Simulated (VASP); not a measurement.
Wanted: the native input for a VASP 6.6.1 run.

```yaml
Task: single point
Functional: r2SCAN
Potentials_or_basis: VASP PAW PBE potentials, release 64 (Pt, S)
Cutoff: 520 eV
k_mesh: 6 × 6 × 4
Occupations: methfessel-paxton, width 0.5 eV
Spin: no spin polarisation
Dipole_correction: no
Further_INCAR_settings: ALGO = Normal; EDIFF = 1e-06; NBANDS = 18
```

Crystal: PtS2.

```
Pt S
1.0
     3.55262    0.00000    0.00000
    -1.77631    3.07666    0.00000
     0.00000    0.00000    5.12283
Pt S
1 2
Cartesian
  0.0000 0.0000 0.0000
  0.0000 2.0511 1.2257
  1.7763 1.0256 3.8972
```

One way to write it, as run:

POSCAR

```
PtS2
1.0
    3.5526240946      0.0000000000      0.0000000000
   -1.7763120473      3.0766627160      0.0000000000
    0.0000000000      0.0000000000      5.1228306135
Pt S
1 2
Direct
    0.0000000000      0.0000000000      0.0000000000
    0.3333333333      0.6666666667      0.2392542175
    0.6666666667      0.3333333333      0.7607457825
```

INCAR.step1

```
ALGO = Normal
EDIFF = 1E-4
ENCUT = 520
GGA = PE
ISMEAR = 1
LASPH = True
LCHARG = False
LREAL = False
LWAVE = True
NBANDS = 18
NELM = 60
PREC = Accurate
SIGMA = 0.5
```

INCAR.step2

```
ALGO = Normal
EDIFF = 1E-6
ENCUT = 520
ISIF = 2
ISMEAR = 1
ISTART = 1
LASPH = True
LCHARG = False
LMIXTAU = True
LREAL = False
LWAVE = False
METAGGA = R2SCAN
NBANDS = 18
NELM = 60
PREC = Accurate
SIGMA = 0.5
```

KPOINTS

```
k-points
0
Gamma
  6 6 4
```

Potentials or basis: VASP PAW PBE potentials, release 64 (Pt, S).

Command:

```sh
$ cat potpaw_PBE.64/Pt/POTCAR potpaw_PBE.64/S/POTCAR > POTCAR
$ cp INCAR.step1 INCAR
$ mpirun -np 1 vasp_std > vasp.out
$ cp INCAR.step2 INCAR
$ mpirun -np 1 vasp_std > vasp.out
```

Results of the run:

```json
{
  "Pressure": "1.2 GPa",
  "Largest force": "0.047 eV/Å",
  "Band gap on the k mesh": "0.98 eV, indirect (least direct gap 1.59 eV)"
}
```

Caveat: the PAW data sets were made with another functional, which shifts forces and pressure a little; spin-orbit coupling is left out, which moves the levels of the heavy elements.

It took 44 s on 1 thread of Intel(R) Xeon(R) 6975P-C (Granite Rapids) (shared host), peak memory 0.18 GiB.
